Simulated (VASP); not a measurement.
# BN (Fmm2) in VASP: notebook

Runs on BN. Level: r2SCAN. Tasks: relaxation of shape and atoms at fixed volume.

Program: VASP 6.6.1. These are calculated values, not measurements. Logs are shortened: lines on timing, memory, paths and dates and some standing lists are left out, and cuts for length are marked.

## 1. The cell of the first run

The structure is orthorhombic, space group Fmm2 (No. 42). The conventional cell has a = 2.526 Å, b = 7.034 Å, c = 4.372 Å, α = 90.00°, β = 90.00°, γ = 90.00°. B (site symmetry mm2) has 3 N at 1.46 Å within 1.9 Å. N (site symmetry mm2) has 3 B at 1.46 Å within 1.9 Å.

## 2. Relaxation of shape and atoms at fixed volume, r2SCAN (9.71 Å³/atom)

POSCAR reads:

```
BN
1.0
    0.0000000000      3.5169087099      2.1858799853
    1.2631832101      0.0000000000      2.1858799853
    1.2631832101      3.5169087099      0.0000000000
B N
1 1
Direct
    0.0000732539      0.0000732539      0.9999267461
    0.6666267361      0.6666267361      0.3333732639
```

INCAR.step1 reads:

```
PREC = Accurate
ENCUT = 600
ISMEAR = 0
SIGMA = 0.02
LREAL = False
LASPH = True
NELM = 80
GGA = PE
ALGO = Normal
EDIFF = 1E-4
LWAVE = True
LCHARG = False
```

INCAR.step2 reads:

```
PREC = Accurate
ENCUT = 600
EDIFF = 1E-6
ISMEAR = 0
SIGMA = 0.02
LREAL = False
LASPH = True
NELM = 80
ALGO = Normal
ISIF = 4
LWAVE = False
LCHARG = False
METAGGA = R2SCAN
LMIXTAU = True
IBRION = 2
NSW = 50
EDIFFG = -0.01
ISTART = 1
```

KPOINTS reads:

```
regular mesh
0
Gamma
  12 12 12
```

Potentials or basis: VASP PAW PBE potentials, release 64 (B, N).

Command:

```sh
$ cat potpaw_PBE.64/B/POTCAR potpaw_PBE.64/N/POTCAR > POTCAR
$ cp INCAR.step1 INCAR
$ mpirun -np 1 vasp_std > vasp.out
$ cp INCAR.step2 INCAR
$ mpirun -np 1 vasp_std > vasp.out
```

OUTCAR:

```text
PREC = Accurate
   ENCUT = 600
   EDIFF = 1E-6
   ISMEAR = 0
   LREAL = False
   LASPH = True
   NELM = 80
   ISIF = 4
   METAGGA = R2SCAN
   IBRION = 2
   NSW = 50
   EDIFFG = -0.01
   ISTART = 1

 ion  position               nearest neighbor table
   1  0.000  0.000  1.000-   2 1.46   2 1.46   2 1.46
   2  0.667  0.667  0.333-   1 1.46   1 1.46   1 1.46

  LATTYP: Found a face centered orthorhombic cell.
 ALAT       =     2.5263664202
 B/A-ratio  =     1.7304536411
 C/A-ratio  =     2.7841635970

  Lattice vectors:

 A1 = (  -0.0000000000,   3.5169087099,   2.1858799853)
 A2 = (  -1.2631832101,   3.5169087099,   0.0000000000)
 A3 = (  -1.2631832101,   0.0000000000,   2.1858799853)

Analysis of symmetry for initial positions (statically):
=====================================================================
 Subroutine PRICEL returns:
 Original cell was already a primitive cell.

 Routine SETGRP: Setting up the symmetry group for a
 face centered orthorhombic supercell.

 Subroutine GETGRP returns: Found  4 space group operations
 (whereof  4 operations were pure point group operations)
 out of a pool of  8 trial point group operations.

The static configuration has the point symmetry C_2v.

Analysis of symmetry for dynamics (positions and initial velocities):
=====================================================================
 Subroutine PRICEL returns:
 Original cell was already a primitive cell.

 Routine SETGRP: Setting up the symmetry group for a
 face centered orthorhombic supercell.

 Subroutine GETGRP returns: Found  4 space group operations
 (whereof  4 operations were pure point group operations)
 out of a pool of  8 trial point group operations.

The dynamic configuration has the point symmetry C_2v.

 Subroutine INISYM returns: Found  4 space group operations
 (whereof  4 operations are pure point group operations),
 and found     1 'primitive' translations

----------------------------------------------------------------------------------------

                                     Primitive cell

  volume of cell :      19.4215

  direct lattice vectors                    reciprocal lattice vectors
[... 146 lines left out ...]
  in kB      -92.3475046     -3.1306258    -92.2448438      0.0000000      0.0000000      0.0000000
  external PRESSURE =     -62.5743247 kB  Pullay stress =       0.0000000 kB

 VOLUME and BASIS-vectors are now :
 -----------------------------------------------------------------------------
  energy-cutoff  :      600.00
  volume of cell :       19.42
      direct lattice vectors                 reciprocal lattice vectors
     0.000000000  3.516908710  2.185879985    -0.395825400  0.142170310  0.228740829
     1.263183210  0.000000000  2.185879985     0.395825400 -0.142170310  0.228740829
     1.263183210  3.516908710  0.000000000     0.395825400  0.142170310 -0.228740829

 POSITION                                       TOTAL-FORCE (eV/Angst)
 -----------------------------------------------------------------------------------
      1.26318      3.51691      0.00032         0.000000      0.000000      0.000238
      1.26318      3.51691      2.91433         0.000000      0.000000     -0.000238
 -----------------------------------------------------------------------------------
    total drift:                               -0.000000      0.000005     -0.000073

  FREE ENERGIE OF THE ION-ELECTRON SYSTEM (eV)
  ---------------------------------------------------
  free  energy   TOTEN  =       -19.2873477468 eV

  energy  without entropy=      -19.2873477468  energy(sigma->0) =      -19.28734775

--------------------------------------- Ionic step        2  -------------------------------------------

 number of electron       8.0000000 magnetization

 Free energy of the ion-electron system (eV)
  ---------------------------------------------------
  ext. energy  EPLUGINS =         0.00000000
  ---------------------------------------------------
  free energy    TOTEN  =       -19.29669287 eV

  energy without entropy =      -19.29669287  energy(sigma->0) =      -19.29669287

 E-fermi :   1.7032     XC(G=0): -10.2326

 val. band max:        1.5317386076   @ k =   0.5000  -0.3333   0.1667
 cond. band min:       5.9809629523   @ k =   0.0000   0.5000   0.5000
 fundamental gap:      4.4492243447
 Fermi energy:         1.7032060042

 k-point     1 :       0.0000    0.0000    0.0000
  band No.  band energies     occupation
      1     -17.3080      2.00000
      2      -3.1560      2.00000
      3       0.0874      2.00000
      4       0.0900      2.00000
      5       6.5932      0.00000
      6      13.7843      0.00000
      7      13.8411      0.00000
      8      15.6949      0.00000
[... 243 lines left out ...]
 k-point    24 :      -0.4167    0.1667    0.0000
  band No.  band energies     occupation
      1     -13.8024      2.00000
      2      -7.4663      2.00000
      3      -4.2481      2.00000
      4       0.8938      2.00000
      5       6.9122      0.00000
      6      13.7590      0.00000
      7      15.6094      0.00000
      8      17.2334      0.00000

 [... further k-points ...]

------------------------ aborting loop because EDIFF is reached ----------------------------------------

  FORCE on cell =-STRESS in cart. coord.  units (eV):
  Direction    XX          YY          ZZ          XY          YZ          ZX
  --------------------------------------------------------------------------------------
  -------------------------------------------------------------------------------------
  Total       -0.0667132     -0.0694828     -0.0545772      0.0000000      0.0000000      0.0000000
  in kB       -5.5034966     -5.7319742     -4.5023360      0.0000000      0.0000000      0.0000000
  external PRESSURE =      -5.2459356 kB  Pullay stress =       0.0000000 kB

 VOLUME and BASIS-vectors are now :
 -----------------------------------------------------------------------------
  energy-cutoff  :      600.00
  volume of cell :       19.42
      direct lattice vectors                 reciprocal lattice vectors
     0.000000000  3.578305577  2.167078902    -0.399271582  0.139730939  0.230725332
     1.252280460  0.000000000  2.167078902     0.399271582 -0.139730939  0.230725332
     1.252280460  3.578305577  0.000000000     0.399271582  0.139730939 -0.230725332

 POSITION                                       TOTAL-FORCE (eV/Angst)
 -----------------------------------------------------------------------------------
      1.25228      3.57831      0.00033         0.000000      0.000000     -0.002563
      1.25228      3.57831      2.88925         0.000000      0.000000      0.002563
 -----------------------------------------------------------------------------------
    total drift:                               -0.000004      0.000016     -0.000124

  FREE ENERGIE OF THE ION-ELECTRON SYSTEM (eV)
  ---------------------------------------------------
  free  energy   TOTEN  =       -19.2966928739 eV

  energy  without entropy=      -19.2966928739  energy(sigma->0) =      -19.29669287

 reached required accuracy - stopping structural energy minimisation
```

OUTCAR.step1:

```text
PREC = Accurate
   ENCUT = 600
   ISMEAR = 0
   LREAL = False
   LASPH = True
[... 488 lines left out ...]
      1.26318      3.51691      0.00032         0.000000      0.000000      0.001493
      1.26318      3.51691      2.91433         0.000000      0.000000     -0.001493
 -----------------------------------------------------------------------------------
    total drift:                                0.000006     -0.000002     -0.000116

  FREE ENERGIE OF THE ION-ELECTRON SYSTEM (eV)
  ---------------------------------------------------
  free  energy   TOTEN  =       -17.5904972302 eV

  energy  without entropy=      -17.5904972302  energy(sigma->0) =      -17.59049723
```

It took 9.9 min on 1 thread of Oxide Virtual Turin-like, shared host; peak memory 0.16 GiB.

Results:

```yaml
Free_energy: -19.2967 eV
Energy_gained_by_relaxing: 4.7 meV/atom
Ionic_steps: 2
Pressure_after_relaxing: -0.5 GPa
Band_gap_on_the_k_mesh: 4.45 eV (least direct gap 5.24 eV)
```

Forces on the atoms (eV/Å):
```
B    0.000  0.000 -0.003
N    0.000  0.000  0.003
```

The path:
```
step  energy change (eV)  largest force (eV/Å)  pressure (GPa)  volume (Å³)
   1              0.0000                0.0002           -6.26        19.42
   2             -0.0093                0.0026           -0.52        19.42
```

Final structure:
```xyz
2
Lattice="0.0000 3.5783 2.1671 1.2523 0.0000 2.1671 1.2523 3.5783 0.0000" Properties=species:S:1:pos:R:3 pbc="T T T"
B     1.2523    3.5783    0.0003
N     1.2523    3.5783    2.8893
```

Caveat: the PAW data sets were made with another functional, which shifts forces and pressure a little.

## 3. Relaxation of shape and atoms at fixed volume, r2SCAN (9.99 Å³/atom)

This run uses another cell than the first one, of 9.99 Å³/atom.

POSCAR reads:

```
BN
1.0
    0.0000000000      3.6176757252      2.1866209583
    1.2633371046      0.0000000000      2.1866209583
    1.2633371046      3.6176757252      0.0000000000
B N
1 1
Direct
    0.0000659834      0.0000659834      0.9999340166
    0.6666340066      0.6666340066      0.3333659934
```

INCAR.step1 reads:

```
SYSTEM = BN
  ALGO = Normal
  EDIFF = 1E-4
  ENCUT = 600
  GGA = PE
  ISMEAR = 0
  LASPH = .TRUE.
  LCHARG = .FALSE.
  LREAL = .FALSE.
  LWAVE = .TRUE.
  NELM = 100
  PREC = Accurate
  SIGMA = 0.02
```

INCAR.step2 reads:

```
SYSTEM = BN
  ALGO = Normal
  EDIFF = 1E-7
  EDIFFG = -0.01
  ENCUT = 600
  IBRION = 2
  ISIF = 4
  ISMEAR = 0
  ISTART = 1
  LASPH = .TRUE.
  LCHARG = .FALSE.
  LMIXTAU = .TRUE.
  LREAL = .FALSE.
  LWAVE = .FALSE.
  METAGGA = R2SCAN
  NELM = 100
  NSW = 50
  PREC = Accurate
  SIGMA = 0.02
```

KPOINTS reads:

```
k-points
0
G
  12 12 12
  0 0 0
```

Potentials or basis: VASP PAW PBE potentials, release 64 (B, N).

Command:

```sh
$ cat potpaw_PBE.64/B/POTCAR potpaw_PBE.64/N/POTCAR > POTCAR
$ cp INCAR.step1 INCAR
$ mpirun -np 1 vasp_std > vasp.out
$ cp INCAR.step2 INCAR
$ mpirun -np 1 vasp_std > vasp.out
```

Wall time 19 min (1 thread of Oxide Virtual Turin-like, shared host); peak memory 0.17 GiB.

The run converged. Its results:

| Item | Value |
| --- | --- |
| Free energy | -19.2946 eV |
| Energy gained by relaxing | 4.5 meV/atom |
| Ionic steps | 2 |
| Pressure after relaxing | -0.9 GPa |
| Largest force after relaxing | 0.004 eV/Å |
| Band gap on the k mesh | 4.55 eV (least direct gap 5.25 eV) |

Forces in eV/Å, atoms in the order of the input:
```
B    0.000  0.000  0.004
N    0.000  0.000 -0.004
```

Stress tensor (GPa, compression positive):
```
-0.94  0.00  0.00
 0.00 -0.86  0.00
 0.00  0.00 -0.83
```

Step by step:
| step | energy change (eV) | largest force (eV/Å) | pressure (GPa) | volume (Å³) |
| --- | --- | --- | --- | --- |
| 1 | 0.0000 | 0.0019 | -6.35 | 19.99 |
| 2 | -0.0091 | 0.0042 | -0.88 | 19.99 |

Final structure:
```
CELL_PARAMETERS angstrom
0.00000 3.67952 2.16818
1.25266 0.00000 2.16818
1.25266 3.67952 0.00000
ATOMIC_POSITIONS crystal
B 0.00004 0.00004 0.99996
N 0.66666 0.66666 0.33334
```

Levels at points of the mesh, in eV from the valence-band top:
```tsv
k point	band 1	band 2	band 3	band 4	band 5	band 6	band 7	band 8
(0.00, 0.00, 0.00)	-18.80	-4.78	-1.44	-1.43	4.94	12.26	12.30	14.07
(0.50, 0.00, 0.00)	-15.57	-9.32	-4.35	-1.00	5.27	10.48	13.74	15.79
(0.50, 0.50, 0.00)	-15.59	-9.38	-4.35	-0.62	6.28	10.04	12.61	14.05
(0.50, 0.00, 0.50)	-18.68	-6.08	-1.45	-1.43	9.56	12.18	12.23	12.30
(0.00, 0.50, 0.50)	-15.53	-9.26	-4.38	-1.33	4.55	10.61	14.93	19.10
```

Caveat: the PAW data sets were made with another functional, which shifts forces and pressure a little. A k mesh can miss the band edges.
